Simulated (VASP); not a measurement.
# Ca32O31 (a cell with a defect) in VASP: single point with PBEsol

Aim: the single point of Ca32O31 (a cell with a defect) with PBEsol.

Program: VASP 6.6.1. These are calculated values, not measurements. Logs are shortened: lines on timing, memory, paths and dates and some standing lists are left out, and cuts for length are marked.

**1. The cell of the first run**

The cell holds a defect, 63 atoms: a = 9.535 Å, b = 9.535 Å, c = 9.535 Å, α = 90.00°, β = 90.00°, γ = 90.00°.

**2. Single point, PBEsol**

INCAR

```
SYSTEM = Ca32O31
PREC = Accurate
ENCUT = 520
EDIFF = 1E-6
ISMEAR = -1
SIGMA = 0.05
LREAL = Auto
LASPH = .True.
NELM = 80
ALGO = Normal
ISIF = 2
LWAVE = .False.
LCHARG = .False.
GGA = PS
NELECT = 504.0
ISYM = 0
NBANDS = 290
```

KPOINTS

```
Automatic mesh
0
Gamma
  1 1 1
  0.25 0.25 0.25
```

POSCAR

```
Ca32O31
1.0
    9.5352000000      0.0000000000      0.0000000000
    0.0000000000      9.5352000000      0.0000000000
    0.0000000000      0.0000000000      9.5352000000
O Ca
31 32
Direct
    0.2497790000      0.9997840000      0.9998310000
    0.2497740000      0.9997740000      0.4998270000
    0.2497750000      0.4997860000      0.9998180000
    0.7497700000      0.9997830000      0.9998350000
    0.7497790000      0.9997860000      0.4998280000
    0.7497780000      0.4997820000      0.9998320000
    0.7497890000      0.4997920000      0.4998420000
    0.0010510000      0.2510690000      0.9998340000
    0.0042090000      0.2542120000      0.4998470000
    0.0010550000      0.7485110000      0.9998410000
    0.0041930000      0.7453760000      0.4998430000
    0.4984930000      0.2510720000      0.9998320000
    0.4953810000      0.2541790000      0.4998160000
    0.4985000000      0.7485090000      0.9998260000
    0.4953610000      0.7453580000      0.4998160000
    0.0010620000      0.9997880000      0.2511120000
    0.0010470000      0.9997890000      0.7485580000
    0.0042190000      0.4997870000      0.2542740000
    0.0041680000      0.4997880000      0.7454420000
    0.4985040000      0.9997850000      0.2510980000
    0.4984960000      0.9997830000      0.7485460000
    0.4953920000      0.4997840000      0.2542250000
    0.4953310000      0.4997850000      0.7453870000
    0.2497940000      0.2541980000      0.2542510000
    0.2497690000      0.2541860000      0.7454230000
    0.2497990000      0.7453720000      0.2542260000
    0.2497610000      0.7453640000      0.7454040000
    0.7497950000      0.2510600000      0.2511170000
    0.7497710000      0.2510660000      0.7485620000
    0.7497870000      0.7485050000      0.2511070000
    0.7497690000      0.7484990000      0.7485560000
    0.9981990000      0.9997770000      0.9998260000
    0.9959970000      0.9997710000      0.4998240000
    0.9960010000      0.4997780000      0.9998260000
    0.9805600000      0.4998010000      0.4998500000
    0.5013690000      0.9997930000      0.9998270000
    0.5035730000      0.9997890000      0.4998320000
    0.5035590000      0.4997850000      0.9998170000
    0.5190170000      0.4997620000      0.4998000000
    0.2497780000      0.2459980000      0.9998180000
    0.2497960000      0.2305500000      0.4998260000
    0.2497990000      0.7535670000      0.9998200000
    0.2497790000      0.7690030000      0.4998150000
    0.7497810000      0.2481960000      0.9998230000
    0.7497930000      0.2459990000      0.4998150000
    0.7497800000      0.7513740000      0.9998330000
    0.7497870000      0.7535610000      0.4998320000
    0.2497840000      0.9997690000      0.2460360000
    0.2497820000      0.9997900000      0.7536030000
    0.2498150000      0.4997910000      0.2305970000
    0.2497540000      0.4997670000      0.7690400000
    0.7497790000      0.9997770000      0.2482330000
    0.7497890000      0.9997860000      0.7514200000
    0.7497840000      0.4997770000      0.2460390000
    0.7497900000      0.4997920000      0.7536150000
    0.9996900000      0.2496800000      0.2497340000
    0.9996850000      0.2496860000      0.7499130000
    0.9996950000      0.7498620000      0.2497230000
    0.9997020000      0.7498750000      0.7499280000
    0.4998690000      0.2496810000      0.2497240000
    0.4998790000      0.2497060000      0.7499140000
    0.4998830000      0.7498800000      0.2497420000
    0.4998820000      0.7498800000      0.7499140000
```

Potentials or basis: VASP PAW PBE potentials, release 64 (O, Ca_sv).

Run with:

```
$ cat potpaw_PBE.64/O/POTCAR potpaw_PBE.64/Ca_sv/POTCAR > POTCAR
$ mpirun -np 1 vasp_std > vasp.out
```

OUTCAR:

```text
SYSTEM = Ca32O31
   PREC = Accurate
   ENCUT = 520
   EDIFF = 1E-6
   ISMEAR = -1
   LREAL = Auto
   LASPH = .True.
   NELM = 80
   ISIF = 2
   GGA = PS
   NELECT = 504.0
   ISYM = 0

 ion  position               nearest neighbor table
   1  0.250  1.000  1.000-  48 2.35  40 2.35  42 2.35  49 2.35  32 2.40  36 2.40
   2  0.250  1.000  0.500-  43 2.20  41 2.20  49 2.42  33 2.42  48 2.42  37 2.42
   3  0.250  0.500  1.000-  51 2.20  50 2.20  34 2.42  42 2.42  38 2.42  40 2.42
   4  0.750  1.000  1.000-  52 2.37  36 2.37  46 2.37  44 2.37  53 2.37  32 2.37
   5  0.750  1.000  0.500-  37 2.35  45 2.35  33 2.35  47 2.35  53 2.40  52 2.40
   6  0.750  0.500  1.000-  54 2.35  55 2.35  38 2.35  34 2.35  44 2.40  46 2.40
[... 40 lines left out ...]
  47  0.750  0.754  0.500-   5 2.35  31 2.37  30 2.37   7 2.42  11 2.43  15 2.43
  48  0.250  1.000  0.246-   1 2.35  20 2.37  16 2.37   2 2.42  26 2.43  24 2.43
  49  0.250  1.000  0.754-   1 2.35  21 2.37  17 2.37   2 2.42  25 2.43  27 2.43
  50  0.250  0.500  0.231-   3 2.20  22 2.35  26 2.35  24 2.35  18 2.35
  51  0.250  0.500  0.769-   3 2.20  23 2.35  25 2.35  19 2.35  27 2.35
  52  0.750  1.000  0.248-   4 2.37  30 2.40  20 2.40  16 2.40  28 2.40   5 2.40
  53  0.750  1.000  0.751-   4 2.37  17 2.40  29 2.40  31 2.40  21 2.40   5 2.40
  54  0.750  0.500  0.246-   6 2.35  28 2.37  30 2.37   7 2.42  22 2.43  18 2.43
  55  0.750  0.500  0.754-   6 2.35  31 2.37  29 2.37   7 2.42  19 2.43  23 2.43
  56  1.000  0.250  0.250-  16 2.38  28 2.38   8 2.38  24 2.39  18 2.39   9 2.39
  57  1.000  0.250  0.750-  17 2.38  29 2.38   8 2.38   9 2.39  25 2.39  19 2.39
  58  1.000  0.750  0.250-  10 2.38  30 2.38  16 2.38  18 2.39  26 2.39  11 2.39
  59  1.000  0.750  0.750-  10 2.38  17 2.38  31 2.38  27 2.39  11 2.39  19 2.39
  60  0.500  0.250  0.250-  12 2.38  20 2.38  28 2.38  24 2.39  13 2.39  22 2.39
  61  0.500  0.250  0.750-  29 2.38  12 2.38  21 2.38  23 2.39  13 2.39  25 2.39
  62  0.500  0.750  0.250-  30 2.38  20 2.38  14 2.38  15 2.39  26 2.39  22 2.39
  63  0.500  0.750  0.750-  31 2.38  21 2.38  14 2.38  23 2.39  15 2.39  27 2.39

IMPORTANT INFORMATION: All symmetrisations will be switched off!
NOSYMM: (Re-)initialisation of all symmetry stuff for point group C_1.

----------------------------------------------------------------------------------------

                                     Primitive cell

  volume of cell :     866.9408

  direct lattice vectors                    reciprocal lattice vectors
     9.535200000  0.000000000  0.000000000     0.104874570  0.000000000  0.000000000
     0.000000000  9.535200000  0.000000000     0.000000000  0.104874570  0.000000000
     0.000000000  0.000000000  9.535200000     0.000000000  0.000000000  0.104874570

  length of vectors
     9.535200000  9.535200000  9.535200000     0.104874570  0.104874570  0.104874570

  position of ions in fractional coordinates (direct lattice)
     0.249779000  0.999784000  0.999831000
     0.249774000  0.999774000  0.499827000
     0.249775000  0.499786000  0.999818000
     0.749770000  0.999783000  0.999835000
     0.749779000  0.999786000  0.499828000
     0.749778000  0.499782000  0.999832000
[... 55 lines left out ...]
     0.499883000  0.749880000  0.249742000
     0.499882000  0.749880000  0.749914000

  ion indices of the primitive-cell ions
   primitive index   ion index
                 1           1
                 2           2
                 3           3
                 4           4
                 5           5
                 6           6
[... 55 lines left out ...]
                62          62
                63          63

----------------------------------------------------------------------------------------

 KPOINTS: Automatic mesh

Automatic generation of k-mesh.
 Grid dimensions read from file:
 generate k-points for:    1    1    1

 Generating k-lattice:

  Cartesian coordinates                     Fractional coordinates (reciprocal lattice)
     0.104874570  0.000000000  0.000000000     1.000000000  0.000000000  0.000000000
     0.000000000  0.104874570  0.000000000     0.000000000  1.000000000  0.000000000
     0.000000000  0.000000000  0.104874570     0.000000000  0.000000000  1.000000000

  Length of vectors
     0.104874570  0.104874570  0.104874570

  Shift w.r.t. Gamma in fractional coordinates (k-lattice)
     0.250000000  0.250000000  0.250000000

 Subroutine IBZKPT returns following result:
 ===========================================

 Found      4 irreducible k-points:

 Following reciprocal coordinates:
            Coordinates               Weight
  0.250000  0.250000  0.250000      2.000000
 -0.250000  0.250000  0.250000      2.000000
 -0.250000 -0.250000  0.250000      2.000000
  0.250000 -0.250000  0.250000      2.000000
   k-points           NKPTS =      4   k-points in BZ     NKDIM =      4   number of bands    NBANDS=    290
   number of dos      NEDOS =    301   number of ions     NIONS =     63
   total plane-waves  NPLWV = 373248
   dimension x,y,z NGX =    72 NGY =   72 NGZ =   72
   dimension x,y,z NGXF=   144 NGYF=  144 NGZF=  144
   ions per type =              31  32
   NGX,Y,Z   is equivalent  to a cutoff of  12.55, 12.55, 12.55 a.u.
   NGXF,Y,Z  is equivalent  to a cutoff of  25.11, 25.11, 25.11 a.u.
 SYSTEM =  Ca32O31
   PREC   = accura    normal or accurate (medium, high low for compatibility)
   ISTART =      0    job   : 0-new  1-cont  2-samecut
   ICHARG =      2    charge: 1-file 2-atom 10-const
   ISPIN  =      1    spin polarized calculation?
   LNONCOLLINEAR =      F non collinear calculations
   LSORBIT =      F    spin-orbit coupling
   LASPH  =      T    aspherical Exc in radial PAW
   ENCUT  =  520.0 eV  38.22 Ry    6.18 a.u.  17.73 17.73 17.73*2*pi/ulx,y,z
   NELM   =     80;   NELMIN=  2; NELMDL= -5     # of ELM steps
   EDIFF  = 0.1E-05   stopping-criterion for ELM
   LREAL  =      T    real-space projection
   EDIFFG = 0.1E-04   stopping-criterion for IOM
   NSW    =      0    number of steps for IOM
   IBRION =     -1    ionic relax: 0-MD 1-quasi-New 2-CG
   NFREE  =      0    steps in history (QN), initial steepest desc. (CG)
   ISIF   =      2    stress and relaxation
   ISYM   =      0    0-nonsym 1-usesym 2-fastsym
   POTIM  = 0.5000    time-step for ionic-motion
   TEBEG  =    0.0;   TEEND  =   0.0 temperature during run
   PSTRESS=    0.0 pullay stress
   NELECT =     504.0000    total number of electrons
   NUPDOWN=      -1.0000    fix difference up-down
   EMIN   =  10.00;   EMAX   =-10.00  energy-range for DOS
   EFERMI =   0.00;   METHOD = LEGACY
   ISMEAR =    -1;   SIGMA  =   0.05  broadening in eV -4-tet -1-fermi 0-gaus
   EFERMI_NEDOS =   21; number of points for ismear=-14 and -15
   IALGO  =     38    algorithm
   IMIX   =      4    mixing-type and parameters
     AMIX     =   0.40;   BMIX     =  1.00
     AMIX_MAG =   1.60;   BMIX_MAG =  1.00
  volume/ion in A,a.u.               =      13.76        92.86
  Fermi-wavevector in a.u.,A,eV,Ry     =   1.366329  2.581987 25.400094  1.866854
  Thomas-Fermi vector in A             =   2.492479
   LORBIT       =      0    0 simple, 1 ext, 2 COOP (PROOUT), +10 PAW based schemes
   GGA     = PS    functional components
   LHFCALC =     F    Hartree Fock is set to
   AEXX    =    0.0000 exact exchange contribution
   IVDW    =     0    specifies the selected vdW correction
   LEPSILON=     F    determine dielectric tensor
   LRPA    =     F    only Hartree local field effects (RPA)
 non-spin polarized calculation
  energy-cutoff  :      520.00
  volume of cell :      866.94
 maximum number of plane-waves:     23336
 NGX is ok and might be reduce to    70
   NGX = 35   NGY = 35   NGZ = 35

 number of electron     503.9999821 magnetization

 Free energy of the ion-electron system (eV)
  ---------------------------------------------------
  ext. energy  EPLUGINS =         0.00000000
  ---------------------------------------------------
  free energy    TOTEN  =      -426.45750552 eV

  energy without entropy =     -426.45750552  energy(sigma->0) =     -426.45750552

 E-fermi :   3.3152     XC(G=0): -10.7355

 val. band max:        2.1372751419   @ k =   0.2500   0.2500   0.2500
 cond. band min:       4.4677557839   @ k =  -0.2500   0.2500   0.2500
 fundamental gap:      2.3304806420
 Fermi energy:         3.3152253536

 k-point     1 :       0.2500    0.2500    0.2500
  band No.  band energies     occupation
      1     -35.1570      2.00000
      2     -35.1384      2.00000
      3     -35.1383      2.00000
      4     -35.1361      2.00000
      5     -35.1260      2.00000
      6     -35.1258      2.00000
[... 256 lines left out ...]
    263       7.7378      0.00000
    264       7.7651      0.00000

 k-point     2 :      -0.2500    0.2500    0.2500
  band No.  band energies     occupation
      1     -35.1570      2.00000
      2     -35.1384      2.00000
      3     -35.1383      2.00000
      4     -35.1362      2.00000
      5     -35.1260      2.00000
      6     -35.1258      2.00000
[... 256 lines left out ...]
    263       7.7377      0.00000
    264       7.7650      0.00000

 k-point     3 :      -0.2500   -0.2500    0.2500
  band No.  band energies     occupation
      1     -35.1570      2.00000
      2     -35.1384      2.00000
      3     -35.1383      2.00000
      4     -35.1362      2.00000
      5     -35.1260      2.00000
      6     -35.1258      2.00000
[... 256 lines left out ...]
    263       7.7377      0.00000
    264       7.7650      0.00000

 k-point     4 :       0.2500   -0.2500    0.2500
  band No.  band energies     occupation
      1     -35.1570      2.00000
      2     -35.1384      2.00000
      3     -35.1383      2.00000
      4     -35.1362      2.00000
      5     -35.1260      2.00000
      6     -35.1258      2.00000
[... 256 lines left out ...]
    263       7.7378      0.00000
    264       7.7650      0.00000
 [bands above 264 left out]

------------------------ aborting loop because EDIFF is reached ----------------------------------------

  FORCE on cell =-STRESS in cart. coord.  units (eV):
  Direction    XX          YY          ZZ          XY          YZ          ZX
  --------------------------------------------------------------------------------------
  -------------------------------------------------------------------------------------
  Total       -5.4945415     -5.4933128     -5.4935541     -0.0099613     -0.0101974     -0.0135410
  in kB      -10.1543616    -10.1520907    -10.1525366     -0.0184093     -0.0188455     -0.0250249
  external PRESSURE =     -10.1529963 kB  Pullay stress =       0.0000000 kB

 VOLUME and BASIS-vectors are now :
 -----------------------------------------------------------------------------
  energy-cutoff  :      520.00
  volume of cell :      866.94
      direct lattice vectors                 reciprocal lattice vectors
     9.535200000  0.000000000  0.000000000     0.104874570  0.000000000  0.000000000
     0.000000000  9.535200000  0.000000000     0.000000000  0.104874570  0.000000000
     0.000000000  0.000000000  9.535200000     0.000000000  0.000000000  0.104874570

 POSITION                                       TOTAL-FORCE (eV/Angst)
 -----------------------------------------------------------------------------------
      2.38169      9.53314      9.53359        -0.000144     -0.000150     -0.001230
      2.38165      9.53305      4.76595         0.000353      0.000340     -0.000639
      2.38165      4.76556      9.53346         0.000208     -0.000395     -0.000286
      7.14921      9.53313      9.53363         0.000600      0.000009     -0.001122
      7.14929      9.53316      4.76596         0.000167     -0.000505     -0.000442
      7.14928      4.76552      9.53360        -0.000109     -0.000026     -0.000756
[... 55 lines left out ...]
      4.76648      7.15026      2.38134         0.001205      0.001100     -0.002016
      4.76647      7.15026      7.15058        -0.000421      0.000153      0.000671
 -----------------------------------------------------------------------------------
    total drift:                                0.000845     -0.001483     -0.004258

  FREE ENERGIE OF THE ION-ELECTRON SYSTEM (eV)
  ---------------------------------------------------
  free  energy   TOTEN  =      -426.4575055182 eV

  energy  without entropy=     -426.4575055176  energy(sigma->0) =     -426.45750552
```

It took 55 min on 1 thread of Intel Xeon Platinum 8375C at 2.90GHz (Ice Lake), shared host; peak memory 1.1 GiB.

What came out:

- Free energy: -426.4575 eV
- Largest force: 0.038 eV/Å

Forces on the atoms (eV/Å):
```
O    0.000  0.000 -0.001
O    0.000  0.000 -0.001
O    0.000  0.000  0.000
O    0.001  0.000 -0.001
O    0.000 -0.001  0.000
O    0.000  0.000 -0.001
O   -0.001 -0.001 -0.001
O    0.000 -0.001  0.000
O   -0.002 -0.003 -0.001
O   -0.002  0.000  0.000
O   -0.002  0.004 -0.001
O    0.001 -0.003  0.000
O    0.004 -0.001  0.001
O    0.002  0.001  0.000
O    0.004  0.004  0.001
O   -0.001 -0.001 -0.001
O   -0.002 -0.001  0.001
O   -0.003 -0.001 -0.004
O   -0.001  0.000  0.003
O    0.001 -0.001 -0.002
O    0.002  0.001  0.001
O    0.003  0.000 -0.002
O    0.005  0.000  0.005
O   -0.001 -0.002 -0.003
O    0.001 -0.002  0.003
O    0.000  0.004 -0.001
O    0.001  0.004  0.004
O    0.000 -0.001 -0.001
O    0.000 -0.002  0.000
O    0.000  0.001 -0.002
O    0.001  0.002  0.001
Ca   0.000  0.000  0.000
Ca   0.004  0.001  0.000
Ca   0.003  0.000  0.001
Ca   0.037 -0.002 -0.002
Ca  -0.001 -0.001  0.000
Ca  -0.004 -0.001  0.000
Ca  -0.004  0.000  0.000
Ca  -0.038  0.001  0.002
Ca   0.000  0.004  0.001
Ca  -0.002  0.037 -0.001
Ca  -0.001 -0.004  0.000
Ca   0.000 -0.037  0.001
Ca   0.000  0.001  0.000
Ca   0.000  0.004  0.001
Ca   0.000 -0.001  0.000
Ca   0.000 -0.003  0.000
Ca   0.000  0.001  0.004
Ca   0.000 -0.001 -0.003
Ca  -0.003 -0.001  0.037
Ca   0.001  0.001 -0.037
Ca   0.000  0.000  0.002
Ca  -0.001  0.000 -0.001
Ca   0.001  0.000  0.004
Ca  -0.001  0.000 -0.004
Ca   0.000  0.000  0.000
Ca  -0.002 -0.001  0.002
Ca  -0.002  0.002 -0.001
Ca  -0.003  0.002  0.001
Ca   0.002 -0.001 -0.001
Ca   0.001 -0.002  0.001
Ca   0.001  0.001 -0.002
Ca   0.000  0.000  0.001
```

Caveat: the cell carries a net charge on a neutralising background, which shifts energy and pressure; the cell is charged against a uniform background, so pressure and absolute levels hang on convention; the PAW data sets were made with another functional, which shifts forces and pressure a little.
